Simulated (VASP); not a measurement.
A run of VASP 6.6.1:

The input INCAR:

```
SYSTEM = Ba
PREC = Accurate ; ENCUT = 520
EDIFF = 1E-6 ; ISMEAR = 0
SIGMA = 0.1 ; LREAL = .False.
LASPH = .True. ; NELM = 80
ALGO = Normal ; ISIF = 2
LWAVE = .False. ; LCHARG = .True.
GGA = PS ; LELF = .True.
LVHAR = .True. ; NBANDS = 22
```

The input KPOINTS:

```
regular mesh
0
Gamma
  10 10 4
  0 0 0
```

The input POSCAR:

```
Ba
1.0
    3.9878757423     -2.3073235184      0.0397412527
    3.9878757423      2.3073235184      0.0397412527
   -2.5772732804      0.0000000000     11.1570397202
Ba
3
Direct
    0.0000000000      0.0000000000      0.5000000000
    0.2196265004      0.2196265004      0.1830276919
    0.7803734996      0.7803734996      0.8169723081
```

Potentials or basis: VASP PAW PBE potentials, release 64 (Ba_sv).

Launch:

```console
$ cat potpaw_PBE.64/Ba_sv/POTCAR > POTCAR
$ mpirun -np 1 vasp_std > vasp.out
```

Hardware: 1 thread of Intel(R) Xeon(R) Platinum 8375C CPU @ 2.90GHz (Ice Lake), on a shared host.

Task: How long does it take, and how much memory?

Result: Run time: 7.9 min on 1 thread of Intel(R) Xeon(R) Platinum 8375C CPU @ 2.90GHz (Ice Lake) (shared host), peak memory 0.61 GiB. Counts: scf iterations 13, k points 117.
